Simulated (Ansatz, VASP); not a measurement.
## One calculation of Os, two programs

File INCAR:

```
SYSTEM = Os
ALGO = Normal
EDIFF = 1E-6
ENCUT = 520
GGA = CA
ISIF = 2
ISMEAR = -1
LASPH = .True.
LCHARG = .False.
LREAL = .False.
LWAVE = .False.
NBANDS = 15
NELM = 100
PREC = Accurate
SIGMA = 0.2
```

File KPOINTS:

```
k-points
0
Gamma
  13 13 8
  0 0 0
```

File POSCAR:

```
Os
1.0
    2.7175247593      0.0000000000      0.0000000000
   -1.3587623796      2.3534454770      0.0000000000
    0.0000000000      0.0000000000      4.2844606214
Os
2
Direct
    0.3333333333      0.6666666667      0.2500000000
    0.6666666667      0.3333333333      0.7500000000
```

Input for Ansatz:

```yaml
crystal:
  lattice:
    - [2.7175247593, 0.0, 0.0]
    - [-1.3587623796, 2.353445477, 0.0]
    - [0.0, 0.0, 4.2844606214]
  atoms:
    - { symbol: Os, position: [0.3333333333, 0.6666666667, 0.25] }
    - { symbol: Os, position: [0.6666666667, 0.3333333333, 0.75] }
hamiltonian:
  xc: lda
  pseudopotentials:
    kind: paw
    azcp:
      Os: "pseudopotentials/Os.paw.azcp"
basis:
  ecutwfc: 420
  fft_grid_basis: typed
kpoints:
  mp_grid: { grid: [13, 13, 8], shift: [0, 0, 0] }
magnetization:
  spin_polarized: false
scf:
  occupations: { method: fermi_dirac, width: 0.2 }
  lower_state_search: "off"
output:
  stress: true
```

Alike in both runs: task single point; functional LDA; k mesh 13 × 13 × 8; occupations fermi-dirac, width 0.2 eV; no spin polarisation.

|  | VASP | Ansatz |
| --- | --- | --- |
| version | VASP 6.6.1 | Ansatz 0.2.0 |
| potentials or method | VASP PAW LDA potentials, release 64 (Os), cutoff 520 eV | plane waves (420 eV) with PAW, scalar-relativistic |
| valence electrons in the cell | 16 | 32 |

Ansatz gave:

| Item | Value |
| --- | --- |
| pressure (GPa) | 0.6 |
| traceless stress, the component that is largest in VASP (GPa) | 0.36 |

Problem. Which values does VASP return?

Solution. Pressure (GPa): 1.6; traceless stress, the component that is largest in VASP (GPa): 0.27.

Ansatz warns that its potentials were made for another functional, while VASP's fit it. LDA's correlation is that of Perdew and Zunger in VASP and of Perdew and Wang (1992) in Ansatz. VASP's potentials hold 16 valence electrons a cell and Ansatz's 32, so a difference there can come from the potentials and not from the codes.

Spin-orbit coupling is off throughout.
